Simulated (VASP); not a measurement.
# PbSe (Immm) in VASP: a series of runs, part 2 of 2

VASP 6.6.1.

## Step 3: Single point, PBE+D3(BJ)

This run uses another cell than the first one, of 24.09 Å³/atom.

INCAR reads:

```
SYSTEM = PbSe
ALGO     = Normal         ! electronic algorithm
EDIFF    = 1E-7           ! SCF threshold, eV
ENCUT    = 520            ! plane-wave cutoff, eV
GGA      = PE             ! functional
ISIF     = 2              ! what is computed and relaxed
ISMEAR   = 0              ! smearing method
IVDW     = 12             ! dispersion correction
LASPH    = .True.         ! aspherical terms in the spheres
LCHARG   = .False.        ! write CHGCAR
LREAL    = .False.        ! projectors in reciprocal space
LWAVE    = .False.        ! write WAVECAR
NBANDS   = 17             ! bands
NELM     = 100            ! most SCF steps
PREC     = Accurate       ! precision mode
SIGMA    = 0.03           ! smearing width, eV
```

KPOINTS reads:

```
k-points
0
Gamma
  10 10 10
  0 0 0
```

POSCAR reads:

```
PbSe
1.0
   -0.2530347053      2.8140526321      3.0670873374
    2.8140526321     -0.2530347053      3.0670873374
    2.5610179267      2.5610179267      0.0000000000
Pb Se
1 1
Direct
    0.0000000000      0.0000000000      0.0000000000
    0.5000000000      0.5000000000      0.5000000000
```

Potentials or basis: VASP PAW PBE potentials, release 64 (Pb_d, Se).

Launch:

```console
$ cat potpaw_PBE.64/Pb_d/POTCAR potpaw_PBE.64/Se/POTCAR > POTCAR
$ mpirun -np 1 vasp_std > vasp.out
```

OUTCAR:

```text
SYSTEM = PbSe
   EDIFF = 1E-7
   ENCUT = 520
   GGA = PE
   ISIF = 2
   ISMEAR = 0
   IVDW = 12
   LASPH = .True.
   LREAL = .False.
   NELM = 100
   PREC = Accurate
 IVDW          = 12

 ion  position               nearest neighbor table
   1  0.000  0.000  0.000-   2 2.83   2 2.83   2 2.83   2 2.83   2 3.07   2 3.07
   2  0.500  0.500  0.500-   1 2.83   1 2.83   1 2.83   1 2.83   1 3.07   1 3.07

  LATTYP: Found a body centered orthorhombic cell.
 ALAT       =     3.6218262854
 B/A-ratio  =     1.1976047904
 C/A-ratio  =     1.6936689370

  Lattice vectors:

 A1 = (   0.2530347053,  -2.8140526321,  -3.0670873374)
 A2 = (  -0.2530347054,   2.8140526320,  -3.0670873374)
 A3 = (   2.8140526321,  -0.2530347053,   3.0670873374)

Analysis of symmetry for initial positions (statically):
=====================================================================
 Subroutine PRICEL returns:
 Original cell was already a primitive cell.

 Routine SETGRP: Setting up the symmetry group for a
 body centered orthorhombic supercell.

 Subroutine GETGRP returns: Found  8 space group operations
 (whereof  8 operations were pure point group operations)
 out of a pool of  8 trial point group operations.

The static configuration has the point symmetry D_2h.

Analysis of symmetry for dynamics (positions and initial velocities):
=====================================================================
 Subroutine PRICEL returns:
 Original cell was already a primitive cell.

 Routine SETGRP: Setting up the symmetry group for a
 body centered orthorhombic supercell.

 Subroutine GETGRP returns: Found  8 space group operations
 (whereof  8 operations were pure point group operations)
 out of a pool of  8 trial point group operations.

The dynamic configuration has the point symmetry D_2h.

 Subroutine INISYM returns: Found  8 space group operations
 (whereof  8 operations are pure point group operations),
 and found     1 'primitive' translations

----------------------------------------------------------------------------------------

[... 114 lines left out ...]
  Fermi-wavevector in a.u.,A,eV,Ry     =   1.221199  2.307732 20.290744  1.491328
  Thomas-Fermi vector in A             =   2.356390
   LORBIT       =      0    0 simple, 1 ext, 2 COOP (PROOUT), +10 PAW based schemes
   GGA     = PE    functional components
   LHFCALC =     F    Hartree Fock is set to
   AEXX    =    0.0000 exact exchange contribution
   IVDW    =    12    specifies the selected vdW correction
   LEPSILON=     F    determine dielectric tensor
   LRPA    =     F    only Hartree local field effects (RPA)
 non-spin polarized calculation
 Gauss-broadening in eV      SIGMA  =   0.03
  energy-cutoff  :      520.00
  volume of cell :       48.18
 maximum number of plane-waves:      1312
   NGX = 15   NGY = 15   NGZ = 13

 number of electron      19.9999996 magnetization

 Free energy of the ion-electron system (eV)
  ---------------------------------------------------
  ext. energy  EPLUGINS =         0.00000000
  ---------------------------------------------------
  free energy    TOTEN  =        -7.45481561 eV

  energy without entropy =       -7.45478290  energy(sigma->0) =       -7.45479926

 E-fermi :   7.3367     XC(G=0): -10.3699

 val. band max:        7.2939685676   @ k =  -0.1000   0.0000   0.4000
 cond. band min:       7.3669377384   @ k =   0.2000   0.2000   0.4000
 fundamental gap:      0.0729691708
 Fermi energy:         7.3367093843

 k-point     1 :       0.0000    0.0000    0.0000
  band No.  band energies     occupation
      1      -9.9859      2.00000
      2      -9.8986      2.00000
      3      -9.8858      2.00000
      4      -9.8644      2.00000
      5      -9.8639      2.00000
      6      -7.7981      2.00000
[... 457 lines left out ...]
      4      -9.8238      2.00000
      5      -9.8210      2.00000
      6      -6.4703      2.00000
[... 9 lines left out ...]
     16      19.1847      0.00000
     17      19.8076      0.00000

 [... further k-points ...]

------------------------ aborting loop because EDIFF is reached ----------------------------------------

 Edisp (eV)   -0.88021

 E8    (eV) :    -0.4099

  FORCE on cell =-STRESS in cart. coord.  units (eV):
  Direction    XX          YY          ZZ          XY          YZ          ZX
  --------------------------------------------------------------------------------------
  -------------------------------------------------------------------------------------
  Total       6.11953     6.11953     0.38866     0.52955     0.00000     0.00000
  in kB     203.48573   203.48573    12.92375    17.60867     0.00000     0.00000
  external pressure =      139.97 kB  Pullay stress =        0.00 kB

 VOLUME and BASIS-vectors are now :
 -----------------------------------------------------------------------------
  energy-cutoff  :      520.00
  volume of cell :       48.18
      direct lattice vectors                 reciprocal lattice vectors
    -0.253034705  2.814052632  3.067087337    -0.163021116  0.163021116  0.163021116
     2.814052632 -0.253034705  3.067087337     0.163021116 -0.163021116  0.163021116
     2.561017927  2.561017927  0.000000000     0.195234869  0.195234869 -0.163021116

 POSITION                                       TOTAL-FORCE (eV/Angst)
 -----------------------------------------------------------------------------------
      0.00000      0.00000      0.00000        -0.000000      0.000000     -0.000000
      2.56102      2.56102      3.06709         0.000000     -0.000000      0.000000
 -----------------------------------------------------------------------------------
    total drift:                                0.000000     -0.000000     -0.000000

  FREE ENERGIE OF THE ION-ELECTRON SYSTEM (eV)
  ---------------------------------------------------
  free  energy   TOTEN  =        -8.3350235053 eV

  energy  without entropy=       -8.3349907994  energy(sigma->0) =       -8.33500715
```

OSZICAR:

```text
N       E                     dE             d eps       ncg     rms          rms(c)
DAV:   1     0.157867108924E+03    0.15787E+03   -0.97915E+03  5870   0.126E+03
DAV:   2     0.330266562903E+01   -0.15456E+03   -0.14939E+03  6288   0.320E+02
DAV:   3    -0.744305381680E+01   -0.10746E+02   -0.10586E+02  7481   0.889E+01
DAV:   4    -0.768238344635E+01   -0.23933E+00   -0.23907E+00  7248   0.141E+01
DAV:   5    -0.769009553466E+01   -0.77121E-02   -0.77117E-02  8101   0.253E+00    0.359E+00
DAV:   6    -0.746424621569E+01    0.22585E+00   -0.47967E-01  9085   0.605E+00    0.220E+00
DAV:   7    -0.745346557504E+01    0.10781E-01   -0.11874E-01  7621   0.200E+00    0.976E-01
DAV:   8    -0.745483183888E+01   -0.13663E-02   -0.10860E-02  7456   0.122E+00    0.965E-02
DAV:   9    -0.745479922904E+01    0.32610E-04   -0.10735E-03  8770   0.383E-01    0.634E-02
DAV:  10    -0.745481127612E+01   -0.12047E-04   -0.12226E-04  6898   0.946E-02    0.187E-02
DAV:  11    -0.745481689845E+01   -0.56223E-05   -0.39684E-05  8713   0.705E-02    0.186E-02
DAV:  12    -0.745481573720E+01    0.11612E-05   -0.29700E-06  7090   0.127E-02    0.439E-03
DAV:  13    -0.745481554020E+01    0.19700E-06   -0.32510E-07  7042   0.498E-03    0.714E-04
DAV:  14    -0.745481560831E+01   -0.68113E-07   -0.46960E-08  3494   0.232E-03
   1 F= -.83350235E+01 E0= -.83350072E+01  d E =-.327059E-04
```

Wall time 2.9 min (1 thread of Intel Xeon 8259CL, shared host); peak memory 0.29 GiB.

Results:

* Free energy: -8.3350 eV
* Pressure: 14.0 GPa
* Band gap on the k mesh: zero (bands 10 and 11 overlap by 0.85 eV)
* Dispersion energy per atom: -0.440 eV

Stress tensor (GPa, compression positive):
```
20.35  1.76  0.00
 1.76 20.35  0.00
 0.00  0.00  1.29
```

Caveat: the cell stands under pressure; spin-orbit coupling is left out, which moves the levels of the heavy elements.
